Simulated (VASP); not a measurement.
# Ge in VASP: single point with r2SCAN

Aim: the single point of Ge with r2SCAN.

All numbers are computed with VASP 6.6.1; they aren't measurements. Logs are shortened: lines on timing, memory, paths and dates and some standing lists are left out, and cuts for length are marked.

## 1. The cell of the first run

The cell holds a slab with vacuum, 6 atoms: a = 4.012 Å, b = 4.012 Å, c = 18.440 Å, α = 90.00°, β = 90.00°, γ = 120.00°.

## 2. Single point, r2SCAN

Contents of POSCAR:

```
Ge
1.0
    4.0124552891      0.0000000000      0.0000000000
   -2.0062276445      3.4748882119      0.0000000000
    0.0000000000      0.0000000000     18.4397000000
Ge
6
Direct
    0.0000000000      0.0000000000      0.2982689926
    0.3333333333      0.6666666667      0.3400973455
    0.3333333333      0.6666666667      0.4781972426
    0.6666666667      0.3333333333      0.5218027956
    0.6666666667      0.3333333333      0.6599026598
    0.0000000000      0.0000000000      0.7017310074
```

Contents of INCAR.step1:

```
SYSTEM = Ge
ALGO = Normal
DIPOL = 0.5 0.5 0.500
EDIFF = 1E-4
ENCUT = 520
GGA = PE
IDIPOL = 3
ISMEAR = -1
LASPH = .TRUE.
LCHARG = .FALSE.
LDIPOL = .TRUE.
LREAL = .FALSE.
LWAVE = .TRUE.
NBANDS = 51
NELM = 100
PREC = Accurate
SIGMA = 0.02
```

Contents of INCAR.step2:

```
SYSTEM = Ge
ALGO = Normal
DIPOL = 0.5 0.5 0.500
EDIFF = 1E-6
ENCUT = 520
IDIPOL = 3
ISIF = 2
ISMEAR = -1
ISTART = 1
LASPH = .TRUE.
LCHARG = .FALSE.
LDIPOL = .TRUE.
LMIXTAU = .TRUE.
LREAL = .FALSE.
LWAVE = .FALSE.
METAGGA = R2SCAN
NBANDS = 51
NELM = 100
PREC = Accurate
SIGMA = 0.02
```

Contents of KPOINTS:

```
k-points
0
G
  7 7 1
  0 0 0
```

Potentials or basis: VASP PAW PBE potentials, release 64 (Ge_d).

Command:

```sh
$ cat potpaw_PBE.64/Ge_d/POTCAR > POTCAR
$ cp INCAR.step1 INCAR
$ mpirun -np 1 vasp_std > vasp.out
$ cp INCAR.step2 INCAR
$ mpirun -np 1 vasp_std > vasp.out
```

OUTCAR:

```text
SYSTEM = Ge
   EDIFF = 1E-6
   ENCUT = 520
   ISIF = 2
   ISMEAR = -1
   ISTART = 1
   LASPH = .TRUE.
   LREAL = .FALSE.
   METAGGA = R2SCAN
   NELM = 100
   PREC = Accurate

 ion  position               nearest neighbor table
   1  0.000  0.000  0.298-   2 2.44   2 2.44   2 2.44
   2  0.333  0.667  0.340-   1 2.44   1 2.44   1 2.44   3 2.55
   3  0.333  0.667  0.478-   4 2.45   4 2.45   4 2.45   2 2.55
   4  0.667  0.333  0.522-   3 2.45   3 2.45   3 2.45   5 2.55
   5  0.667  0.333  0.660-   6 2.44   6 2.44   6 2.44   4 2.55
   6  0.000  0.000  0.702-   5 2.44   5 2.44   5 2.44

  LATTYP: Found a hexagonal cell.
 ALAT       =     4.0124552891
 C/A-ratio  =     4.5956150714

  Lattice vectors:

 A1 = (   4.0124552891,   0.0000000000,   0.0000000000)
 A2 = (  -2.0062276445,   3.4748882119,   0.0000000000)
 A3 = (   0.0000000000,   0.0000000000,  18.4397000000)

Analysis of symmetry for initial positions (statically):
=====================================================================
 Subroutine PRICEL returns:
 Original cell was already a primitive cell.

 Routine SETGRP: Setting up the symmetry group for a
 hexagonal supercell.

 Subroutine GETGRP returns: Found 12 space group operations
 (whereof 12 operations were pure point group operations)
 out of a pool of 24 trial point group operations.

The static configuration has the point symmetry D_3d.

Analysis of symmetry for dynamics (positions and initial velocities):
=====================================================================
 Subroutine PRICEL returns:
 Original cell was already a primitive cell.

 Routine SETGRP: Setting up the symmetry group for a
 hexagonal supercell.

 Subroutine GETGRP returns: Found 12 space group operations
 (whereof 12 operations were pure point group operations)
 out of a pool of 24 trial point group operations.

The dynamic configuration has the point symmetry D_3d.

 Subroutine INISYM returns: Found 12 space group operations
 (whereof 12 operations are pure point group operations),
 and found     1 'primitive' translations

----------------------------------------------------------------------------------------

                                     Primitive cell

  volume of cell :     257.1017

  direct lattice vectors                    reciprocal lattice vectors
     4.012455289  0.000000000  0.000000000     0.249223961  0.143889521  0.000000000
    -2.006227645  3.474888212  0.000000000     0.000000000  0.287779042  0.000000000
     0.000000000  0.000000000 18.439700000     0.000000000  0.000000000  0.054230817

  length of vectors
     4.012455289  4.012455289 18.439700000     0.287779042  0.287779042  0.054230817

  position of ions in fractional coordinates (direct lattice)
     0.000000000  0.000000000  0.298268993
     0.333333333  0.666666667  0.340097345
     0.333333333  0.666666667  0.478197243
     0.666666667  0.333333333  0.521802796
     0.666666667  0.333333333  0.659902660
     0.000000000  0.000000000  0.701731007

  ion indices of the primitive-cell ions
   primitive index   ion index
                 1           1
                 2           2
                 3           3
                 4           4
                 5           5
                 6           6

----------------------------------------------------------------------------------------

 KPOINTS: k-points

Automatic generation of k-mesh.
 Grid dimensions read from file:
 generate k-points for:    7    7    1

 Generating k-lattice:

  Cartesian coordinates                     Fractional coordinates (reciprocal lattice)
     0.035603423  0.020555646  0.000000000     0.142857143 -0.000000000  0.000000000
     0.000000000  0.041111292  0.000000000     0.000000000  0.142857143  0.000000000
     0.000000000  0.000000000  0.054230817     0.000000000  0.000000000  1.000000000

  Length of vectors
     0.041111292  0.041111292  0.054230817

  Shift w.r.t. Gamma in fractional coordinates (k-lattice)
     0.000000000  0.000000000  0.000000000

 Subroutine IBZKPT returns following result:
 ===========================================

 Found      8 irreducible k-points:

 Following reciprocal coordinates:
            Coordinates               Weight
  0.000000  0.000000  0.000000      1.000000
  0.142857 -0.000000  0.000000      6.000000
  0.285714  0.000000  0.000000      6.000000
  0.428571  0.000000  0.000000      6.000000
  0.142857  0.142857  0.000000      6.000000
  0.285714  0.142857  0.000000     12.000000
  0.428571  0.142857  0.000000      6.000000
  0.285714  0.285714  0.000000      6.000000
   k-points           NKPTS =      8   k-points in BZ     NKDIM =      8   number of bands    NBANDS=     51
   number of dos      NEDOS =    301   number of ions     NIONS =      6
   total plane-waves  NPLWV = 126000
   dimension x,y,z NGX =    30 NGY =   30 NGZ =  140
   dimension x,y,z NGXF=    60 NGYF=   60 NGZF=  280
   ions per type =               6
   NGX,Y,Z   is equivalent  to a cutoff of  12.43, 12.43, 12.62 a.u.
   NGXF,Y,Z  is equivalent  to a cutoff of  24.86, 24.86, 25.24 a.u.
 SYSTEM =  Ge
   PREC   = accura    normal or accurate (medium, high low for compatibility)
   ISTART =      1    job   : 0-new  1-cont  2-samecut
   ICHARG =      0    charge: 1-file 2-atom 10-const
   ISPIN  =      1    spin polarized calculation?
   LNONCOLLINEAR =      F non collinear calculations
   LSORBIT =      F    spin-orbit coupling
   LASPH  =      T    aspherical Exc in radial PAW
   ENCUT  =  520.0 eV  38.22 Ry    6.18 a.u.   7.46  7.46 34.29*2*pi/ulx,y,z
   NELM   =    100;   NELMIN=  2; NELMDL=  0     # of ELM steps
   EDIFF  = 0.1E-05   stopping-criterion for ELM
   LREAL  =      F    real-space projection
   EDIFFG = 0.1E-04   stopping-criterion for IOM
   NSW    =      0    number of steps for IOM
   IBRION =     -1    ionic relax: 0-MD 1-quasi-New 2-CG
   NFREE  =      0    steps in history (QN), initial steepest desc. (CG)
   ISIF   =      2    stress and relaxation
   ISYM   =      2    0-nonsym 1-usesym 2-fastsym
   POTIM  = 0.5000    time-step for ionic-motion
   TEBEG  =    0.0;   TEEND  =   0.0 temperature during run
   PSTRESS=    0.0 pullay stress
   NELECT =      84.0000    total number of electrons
   NUPDOWN=      -1.0000    fix difference up-down
   EMIN   =  10.00;   EMAX   =-10.00  energy-range for DOS
   EFERMI =   0.00;   METHOD = LEGACY
   ISMEAR =    -1;   SIGMA  =   0.02  broadening in eV -4-tet -1-fermi 0-gaus
   EFERMI_NEDOS =   21; number of points for ismear=-14 and -15
   IALGO  =     38    algorithm
   IMIX   =      4    mixing-type and parameters
     AMIX     =   0.40;   BMIX     =  1.00
     AMIX_MAG =   1.60;   BMIX_MAG =  1.00
  volume/ion in A,a.u.               =      42.85       289.17
  Fermi-wavevector in a.u.,A,eV,Ry     =   1.127543  2.130747 17.297799  1.271352
  Thomas-Fermi vector in A             =   2.264229
   LORBIT       =      0    0 simple, 1 ext, 2 COOP (PROOUT), +10 PAW based schemes
   METAGGA = R2SCAN    functional components
   LHFCALC =     F    Hartree Fock is set to
   AEXX    =    0.0000 exact exchange contribution
   IVDW    =     0    specifies the selected vdW correction
   LEPSILON=     F    determine dielectric tensor
   LRPA    =     F    only Hartree local field effects (RPA)
 non-spin polarized calculation
  energy-cutoff  :      520.00
  volume of cell :      257.10
 maximum number of plane-waves:      6951
 NGX is ok and might be reduce to    30
   NGX = 15   NGY = 15   NGZ = 69

 number of electron      84.0000056 magnetization

 dipolmoment           0.000000      0.000000     -0.000004 electrons x Angstroem

 Free energy of the ion-electron system (eV)
  ---------------------------------------------------
  ext. energy  EPLUGINS =         0.00000000
  ---------------------------------------------------
  free energy    TOTEN  =       -81.11323416 eV

  energy without entropy =      -81.10885399  energy(sigma->0) =      -81.11104408

 E-fermi :   0.0711     XC(G=0):  -6.3997

 val. band max:       -0.1420855676   @ k =   0.2857   0.1429   0.0000
 cond. band min:       0.0948678614   @ k =   0.0000   0.0000   0.0000
 fundamental gap:      0.2369534290
 Fermi energy:         0.0711006249

 k-point     1 :       0.0000    0.0000    0.0000
  band No.  band energies     occupation
      1     -25.1847      2.00000
      2     -25.1847      2.00000
      3     -25.1377      2.00000
      4     -25.1211      2.00000
      5     -25.1192      2.00000
      6     -25.1192      2.00000
[... 43 lines left out ...]
     50       4.2953      0.00000
     51       4.4136      0.00000

 k-point     2 :       0.1429   -0.0000    0.0000
  band No.  band energies     occupation
      1     -25.1919      2.00000
      2     -25.1890      2.00000
      3     -25.1476      2.00000
      4     -25.1169      2.00000
      5     -25.1095      2.00000
      6     -25.1009      2.00000
[... 43 lines left out ...]
     50       4.5375      0.00000
     51       5.0396      0.00000

 k-point     3 :       0.2857    0.0000    0.0000
  band No.  band energies     occupation
      1     -25.1975      2.00000
      2     -25.1947      2.00000
      3     -25.1625      2.00000
      4     -25.1114      2.00000
      5     -25.0923      2.00000
      6     -25.0752      2.00000
[... 43 lines left out ...]
     50       5.3904      0.00000
     51       5.9665      0.00000
[... 163 lines left out ...]
 k-point     7 :       0.4286    0.1429    0.0000
  band No.  band energies     occupation
      1     -25.2061      2.00000
      2     -25.1886      2.00000
      3     -25.1810      2.00000
      4     -25.0837      2.00000
      5     -25.0797      2.00000
      6     -25.0701      2.00000
[... 43 lines left out ...]
     50       5.4165      0.00000
     51       6.8501      0.00000

 k-point     8 :       0.2857    0.2857    0.0000
  band No.  band energies     occupation
      1     -25.2132      2.00000
      2     -25.1887      2.00000
      3     -25.1814      2.00000
      4     -25.0801      2.00000
      5     -25.0770      2.00000
      6     -25.0698      2.00000
[... 43 lines left out ...]
     50       5.9648      0.00000
     51       6.2295      0.00000

------------------------ aborting loop because EDIFF is reached ----------------------------------------

 vacuum level on the upper side and lower side of the slab       (xc-potential included)        -0.031        -0.031

  FORCE on cell =-STRESS in cart. coord.  units (eV):
  Direction    XX          YY          ZZ          XY          YZ          ZX
  --------------------------------------------------------------------------------------
  -------------------------------------------------------------------------------------
  Total       -0.2126063     -0.2126063      0.0293925     -0.0000000      0.0000000     -0.0000000
  in kB       -1.3248962     -1.3248962      0.1831651     -0.0000000      0.0000000     -0.0000000
  external PRESSURE =      -0.8222091 kB  Pullay stress =       0.0000000 kB

 VOLUME and BASIS-vectors are now :
 -----------------------------------------------------------------------------
  energy-cutoff  :      520.00
  volume of cell :      257.10
      direct lattice vectors                 reciprocal lattice vectors
     4.012455289  0.000000000  0.000000000     0.249223961  0.143889521  0.000000000
    -2.006227645  3.474888212  0.000000000     0.000000000  0.287779042  0.000000000
     0.000000000  0.000000000 18.439700000     0.000000000  0.000000000  0.054230817

 POSITION                                       TOTAL-FORCE (eV/Angst)
 -----------------------------------------------------------------------------------
      0.00000      0.00000      5.49999        -0.000000      0.000000     -0.014986
     -0.00000      2.31659      6.27129         0.000000      0.000000      0.017074
     -0.00000      2.31659      8.81781        -0.000000      0.000000     -0.014303
      2.00623      1.15830      9.62189         0.000000      0.000000      0.014303
      2.00623      1.15830     12.16841         0.000000     -0.000000     -0.017074
      0.00000      0.00000     12.93971         0.000000      0.000000      0.014986
 -----------------------------------------------------------------------------------
    total drift:                               -0.000000      0.000000     -0.000927

  FREE ENERGIE OF THE ION-ELECTRON SYSTEM (eV)
  ---------------------------------------------------
  free  energy   TOTEN  =       -81.1132341647 eV

  energy  without entropy=      -81.1088539889  energy(sigma->0) =      -81.11104408

 vacuum level on the upper side and lower side of the slab         4.764         4.764
```

Run time: 4.9 min. Hardware: 1 thread of Intel Xeon 6975P-C (Granite Rapids), shared host; peak memory 0.41 GiB.

Results:

```
Free energy   : -81.1132 eV
Largest force : 0.017 eV/Å
```

Forces in eV/Å, atoms in the order of the input:
```
Ge   0.000  0.000 -0.015
Ge   0.000  0.000  0.017
Ge   0.000  0.000 -0.014
Ge   0.000  0.000  0.014
Ge   0.000  0.000 -0.017
Ge   0.000  0.000  0.015
```

Caveat: the PAW data sets were made with another functional, which shifts forces and pressure a little.
